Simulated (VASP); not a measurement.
Input of a VASP 6.6.1 run:

Contents of POSCAR:

```
ZrSc4F2
1.0
    3.2552604429      0.0000000000      0.0000000000
   -1.6276302215      2.8191382395      0.0000000000
    0.0000000000      0.0000000000     15.9283009570
Zr Sc F
1 4 2
Direct
    0.0000000000      0.0000000000      0.0000000000
    0.0000000000      0.0000000000      0.3267247753
    0.0000000000      0.0000000000      0.6732752247
    0.3333333333      0.6666666667      0.1616663017
    0.6666666667      0.3333333333      0.8383336983
    0.6666666667      0.3333333333      0.3990761711
    0.3333333333      0.6666666667      0.6009238289
```

INCAR.step1

```
PREC = Accurate
ENCUT = 520
ISMEAR = 0
SIGMA = 0.1
LREAL = F
LASPH = T
NELM = 80
NBANDS = 44
GGA = PE
ALGO = Normal
EDIFF = 1E-4
LWAVE = T
LCHARG = F
```

The input INCAR.step2:

```
PREC = Accurate
ENCUT = 520
EDIFF = 1E-6
ISMEAR = 0
SIGMA = 0.1
LREAL = F
LASPH = T
NELM = 80
ALGO = Normal
ISIF = 2
LWAVE = F
LCHARG = F
METAGGA = R2SCAN
LMIXTAU = T
NBANDS = 44
ISTART = 1
```

KPOINTS

```
Automatic mesh
0
Gamma
  12 12 2
```

Potentials or basis: VASP PAW PBE potentials, release 64 (Zr_sv, Sc_sv, F).

The run is started by

```console
$ cat potpaw_PBE.64/Zr_sv/POTCAR potpaw_PBE.64/Sc_sv/POTCAR potpaw_PBE.64/F/POTCAR > POTCAR
$ cp INCAR.step1 INCAR
$ mpirun -np 1 vasp_std > vasp.out
$ cp INCAR.step2 INCAR
$ mpirun -np 1 vasp_std > vasp.out
```

Estimate the pressure.

0.1 GPa.

Predict the band gap on the k mesh.

zero (bands 35 and 36 overlap by 1.00 eV).

Predict the largest force.

0.136 eV/Å.

Stress tensor (GPa, compression positive):
```
 0.17  0.00  0.00
 0.00  0.17  0.00
 0.00  0.00 -0.18
```

Caveat: the PAW data sets were made with another functional, which shifts forces and pressure a little.
